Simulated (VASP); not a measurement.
Wanted: the native input for a VASP 6.6.1 run.

```yaml
Task: single point
Functional: PBEsol
Potentials_or_basis: VASP PAW PBE potentials, release 64 (Pd)
Cutoff: 520 eV
k_mesh: 11 × 11 × 3
Occupations: fermi-dirac, width 0.05 eV
Spin: no spin polarisation
Dipole_correction: no
Further_INCAR_settings: ALGO = Normal; EDIFF = 1e-06; NBANDS = 28
```

The structure of Pd lies in POSCAR:

```
Pd
1.0
    2.7252251778      0.0000000000      0.0000000000
   -1.3626125889      2.3601142350      0.0000000000
    0.0000000000      0.0000000000      8.9951574413
Pd
4
Direct
    0.6666666667      0.3333333333      0.7500000000
    0.0000000000      0.0000000000      0.5000000000
    0.3333333333      0.6666666667      0.2500000000
    0.0000000000      0.0000000000      0.0000000000
```

This cell differs from its parent crystal: volume scaled by 0.96.

The input as run:

INCAR

```
SYSTEM = Pd
PREC = Accurate
ENCUT = 520
EDIFF = 1E-6
ISMEAR = -1
SIGMA = 0.05
LREAL = .False.
LASPH = .True.
NELM = 100
ALGO = Normal
ISIF = 2
LWAVE = .False.
LCHARG = .True.
GGA = PS
LELF = .True.
LVHAR = .True.
NBANDS = 28
```

KPOINTS

```
Automatic mesh
0
Gamma
  11 11 3
  0 0 0
```

Potentials or basis: VASP PAW PBE potentials, release 64 (Pd).

Command:

```sh
$ cat potpaw_PBE.64/Pd/POTCAR > POTCAR
$ mpirun -np 1 vasp_std > vasp.out
```

Results of the run:

```
Pressure               : 1.4 GPa
Band gap on the k mesh : zero (band 20 reaches 10.18 eV, above the bottom of band 21 at 9.23 eV)
```

Caveat: the PAW data sets were made with another functional, which shifts forces and pressure a little.

Run time: 27 s on 1 thread of AMD EPYC 9R45 96-Core Processor (Zen 5) (shared host), peak memory 0.16 GiB.
